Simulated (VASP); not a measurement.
# CsCl (Pm-3m) in VASP: single point with r2SCAN

Aim: the single point of CsCl with r2SCAN.

All numbers are computed with VASP 6.6.1; they aren't measurements. Logs are shortened: lines on timing, memory, paths and dates and some standing lists are left out, and cuts for length are marked.

**1. The cell of the first run**

Symmetry: Pm-3m, No. 221, cubic system. Conventional cell: a = 3.917 Å, b = 3.917 Å, c = 3.917 Å, α = 90.00°, β = 90.00°, γ = 90.00°. Within 4.5 Å of Cs (site symmetry m-3m) lie 8 Cl at 3.39 Å and 6 Cs at 3.92 Å. Within 4.5 Å of Cl (site symmetry m-3m) lie 8 Cs at 3.39 Å and 6 Cl at 3.92 Å.

**2. Single point, r2SCAN (strain -0.050 along x and y, -0.050 along z)**

Contents of POSCAR:

```
CsCl
1.0
    3.9168500000      0.0000000000      0.0000000000
    0.0000000000      3.9168500000      0.0000000000
    0.0000000000      0.0000000000      3.9168500000
Cs Cl
1 1
Direct
    0.0000000000      0.0000000000      0.0000000000
    0.5000000000      0.5000000000      0.5000000000
```

Contents of INCAR.step1:

```
SYSTEM = CsCl
PREC     = Accurate       ! precision mode
ENCUT    = 550            ! plane-wave cutoff, eV
ISMEAR   = 0              ! smearing method
SIGMA    = 0.05           ! smearing width, eV
LREAL    = .False.        ! projectors in reciprocal space
LASPH    = .True.         ! aspherical terms in the spheres
NELM     = 120            ! most SCF steps
NBANDS   = 15             ! bands
GGA      = PE             ! functional
ALGO     = Normal         ! electronic algorithm
EDIFF    = 1E-5           ! SCF threshold, eV
LWAVE    = .True.         ! write WAVECAR
LCHARG   = .False.        ! write CHGCAR
GGA_COMPAT= .False.
```

Contents of INCAR.step2:

```
SYSTEM = CsCl
PREC     = Accurate       ! precision mode
ENCUT    = 550            ! plane-wave cutoff, eV
EDIFF    = 1E-6           ! SCF threshold, eV
ISMEAR   = 0              ! smearing method
SIGMA    = 0.05           ! smearing width, eV
LREAL    = .False.        ! projectors in reciprocal space
LASPH    = .True.         ! aspherical terms in the spheres
NELM     = 120            ! most SCF steps
ALGO     = Normal         ! electronic algorithm
ISIF     = 2              ! what is computed and relaxed
LWAVE    = .False.        ! write WAVECAR
LCHARG   = .True.         ! write CHGCAR
METAGGA  = R2SCAN         ! meta-GGA
LMIXTAU  = .True.       
LELF     = .True.         ! ELF
LVHAR    = .True.       
NBANDS   = 15             ! bands
ISTART   = 1            
GGA_COMPAT= .False.
```

Contents of KPOINTS:

```
Automatic mesh
0
Gamma
  6 6 6
  0 0 0
```

Potentials or basis: VASP PAW PBE potentials, release 64 (Cs_sv, Cl).

The run is started by

```console
cat potpaw_PBE.64/Cs_sv/POTCAR potpaw_PBE.64/Cl/POTCAR > POTCAR
cp INCAR.step1 INCAR
mpirun -np 1 vasp_std > vasp.out
cp INCAR.step2 INCAR
mpirun -np 1 vasp_std > vasp.out
```

OUTCAR:

```text
SYSTEM = CsCl
   PREC = Accurate
   ENCUT = 550
   EDIFF = 1E-6
   ISMEAR = 0
   LREAL = .False.
   LASPH = .True.
   NELM = 120
   ISIF = 2
   METAGGA = R2SCAN
   ISTART = 1

 ion  position               nearest neighbor table
   1  0.000  0.000  0.000-
   2  0.500  0.500  0.500-

  LATTYP: Found a simple cubic cell.
 ALAT       =     3.9168500000

  Lattice vectors:

 A1 = (   3.9168500000,   0.0000000000,   0.0000000000)
 A2 = (   0.0000000000,   3.9168500000,   0.0000000000)
 A3 = (   0.0000000000,   0.0000000000,   3.9168500000)

Analysis of symmetry for initial positions (statically):
=====================================================================
 Subroutine PRICEL returns:
 Original cell was already a primitive cell.

 Routine SETGRP: Setting up the symmetry group for a
 simple cubic supercell.

 Subroutine GETGRP returns: Found 48 space group operations
 (whereof 48 operations were pure point group operations)
 out of a pool of 48 trial point group operations.

The static configuration has the point symmetry O_h .

Analysis of symmetry for dynamics (positions and initial velocities):
=====================================================================
 Subroutine PRICEL returns:
 Original cell was already a primitive cell.

 Routine SETGRP: Setting up the symmetry group for a
 simple cubic supercell.

 Subroutine GETGRP returns: Found 48 space group operations
 (whereof 48 operations were pure point group operations)
 out of a pool of 48 trial point group operations.

The dynamic configuration has the point symmetry O_h .

 Subroutine INISYM returns: Found 48 space group operations
 (whereof 48 operations are pure point group operations),
 and found     1 'primitive' translations

----------------------------------------------------------------------------------------

                                     Primitive cell

  volume of cell :      60.0912

  direct lattice vectors                    reciprocal lattice vectors
     3.916850000  0.000000000  0.000000000     0.255307198  0.000000000  0.000000000
     0.000000000  3.916850000  0.000000000     0.000000000  0.255307198  0.000000000
     0.000000000  0.000000000  3.916850000     0.000000000  0.000000000  0.255307198

  length of vectors
     3.916850000  3.916850000  3.916850000     0.255307198  0.255307198  0.255307198

  position of ions in fractional coordinates (direct lattice)
     0.000000000  0.000000000  0.000000000
     0.500000000  0.500000000  0.500000000

  ion indices of the primitive-cell ions
   primitive index   ion index
[... 80 lines left out ...]
   NELECT =      16.0000    total number of electrons
   NUPDOWN=      -1.0000    fix difference up-down
   EMIN   =  10.00;   EMAX   =-10.00  energy-range for DOS
   EFERMI =   0.00;   METHOD = LEGACY
   ISMEAR =     0;   SIGMA  =   0.05  broadening in eV -4-tet -1-fermi 0-gaus
   EFERMI_NEDOS =   21; number of points for ismear=-14 and -15
   IALGO  =     38    algorithm
   IMIX   =      4    mixing-type and parameters
     AMIX     =   0.40;   BMIX     =  1.00
     AMIX_MAG =   1.60;   BMIX_MAG =  1.00
  volume/ion in A,a.u.               =      30.05       202.76
  Fermi-wavevector in a.u.,A,eV,Ry     =   1.053201  1.990261 15.092019  1.109232
  Thomas-Fermi vector in A             =   2.188313
   LORBIT       =      0    0 simple, 1 ext, 2 COOP (PROOUT), +10 PAW based schemes
   METAGGA = R2SCAN    functional components
   LHFCALC =     F    Hartree Fock is set to
   AEXX    =    0.0000 exact exchange contribution
   IVDW    =     0    specifies the selected vdW correction
   LEPSILON=     F    determine dielectric tensor
   LRPA    =     F    only Hartree local field effects (RPA)
 non-spin polarized calculation
 Gauss-broadening in eV      SIGMA  =   0.05
  energy-cutoff  :      550.00
  volume of cell :       60.09
 maximum number of plane-waves:      1791
 NGX is ok and might be reduce to    30
   NGX = 15   NGY = 15   NGZ = 15

 number of electron      15.9999994 magnetization

 Free energy of the ion-electron system (eV)
  ---------------------------------------------------
  ext. energy  EPLUGINS =         0.00000000
  ---------------------------------------------------
  free energy    TOTEN  =       -35.38380388 eV

  energy without entropy =      -35.38380388  energy(sigma->0) =      -35.38380388

 E-fermi :   0.5030     XC(G=0):  -9.4351

 val. band max:        0.2510224265   @ k =   0.0000   0.0000   0.0000
 cond. band min:       5.9269957191   @ k =   0.0000   0.0000   0.0000
 fundamental gap:      5.6759732926
 Fermi energy:         0.5030447953

 k-point     1 :       0.0000    0.0000    0.0000
  band No.  band energies     occupation
      1     -19.5339      2.00000
      2     -12.7297      2.00000
      3      -5.5065      2.00000
      4      -5.5065      2.00000
      5      -5.5065      2.00000
      6       0.2510      2.00000
      7       0.2510      2.00000
      8       0.2510      2.00000
      9       5.9270      0.00000
     10       5.9270      0.00000
     11       7.1834      0.00000
     12      11.4951      0.00000
     13      11.4951      0.00000
     14      11.4951      0.00000
[... 329 lines left out ...]
      2     -12.5209      2.00000
      3      -6.2532      2.00000
      4      -6.2532      2.00000
      5      -6.2532      2.00000
      6      -1.3195      2.00000
      7      -1.3195      2.00000
      8      -1.3195      2.00000
      9      10.1523      0.00000
     10      10.1523      0.00000
     11      10.1523      0.00000
     12      12.5431      0.00000
     13      12.5431      0.00000
     14      12.5431      0.00000
     15      14.5258      0.00000

------------------------ aborting loop because EDIFF is reached ----------------------------------------

  FORCE on cell =-STRESS in cart. coord.  units (eV):
  Direction    XX          YY          ZZ          XY          YZ          ZX
  --------------------------------------------------------------------------------------
  -------------------------------------------------------------------------------------
  Total        1.7959723      1.7959723      1.7959723      0.0000000     -0.0000000      0.0000000
  in kB       47.8849886     47.8849886     47.8849886      0.0000000     -0.0000000      0.0000000
  external PRESSURE =      47.8849886 kB  Pullay stress =       0.0000000 kB

 VOLUME and BASIS-vectors are now :
 -----------------------------------------------------------------------------
  energy-cutoff  :      550.00
  volume of cell :       60.09
      direct lattice vectors                 reciprocal lattice vectors
     3.916850000  0.000000000  0.000000000     0.255307198  0.000000000  0.000000000
     0.000000000  3.916850000  0.000000000     0.000000000  0.255307198  0.000000000
     0.000000000  0.000000000  3.916850000     0.000000000  0.000000000  0.255307198

 POSITION                                       TOTAL-FORCE (eV/Angst)
 -----------------------------------------------------------------------------------
      0.00000      0.00000      0.00000         0.000000      0.000000      0.000000
      1.95843      1.95843      1.95843         0.000000      0.000000      0.000000
 -----------------------------------------------------------------------------------
    total drift:                                0.000000      0.000000     -0.000000

  FREE ENERGIE OF THE ION-ELECTRON SYSTEM (eV)
  ---------------------------------------------------
  free  energy   TOTEN  =       -35.3838038776 eV

  energy  without entropy=      -35.3838038776  energy(sigma->0) =      -35.38380388
```

It took 58 s on 1 thread of Intel Xeon 6975P-C, shared host; peak memory 0.18 GiB.

What came out:

```
Free energy            : -35.3838 eV
Pressure               : 4.8 GPa
Band gap on the k mesh : 5.68 eV, direct
```

Levels at points of the mesh, in eV from the valence-band top:
```csv
k point,band 5,band 6,band 7,band 8,band 9,band 10,band 11,band 12
"(0.00, 0.00, 0.00)",-5.76,0.00,0.00,0.00,5.68,5.68,6.93,11.24
"(0.50, 0.00, 0.00)",-5.50,-1.51,-0.43,-0.43,6.96,9.10,9.81,10.78
"(0.50, 0.50, 0.00)",-5.36,-0.45,-0.45,-0.19,6.69,6.76,8.75,8.75
"(0.50, 0.50, 0.50)",-6.50,-1.57,-1.57,-1.57,9.90,9.90,9.90,12.29
```

Caveat: the cell differs from its parent crystal (strain -0.050 along x and y, -0.050 along z); the PAW data sets were made with another functional, which shifts forces and pressure a little; spin-orbit coupling is left out, which moves the levels of the heavy elements. A k mesh can miss the band edges.
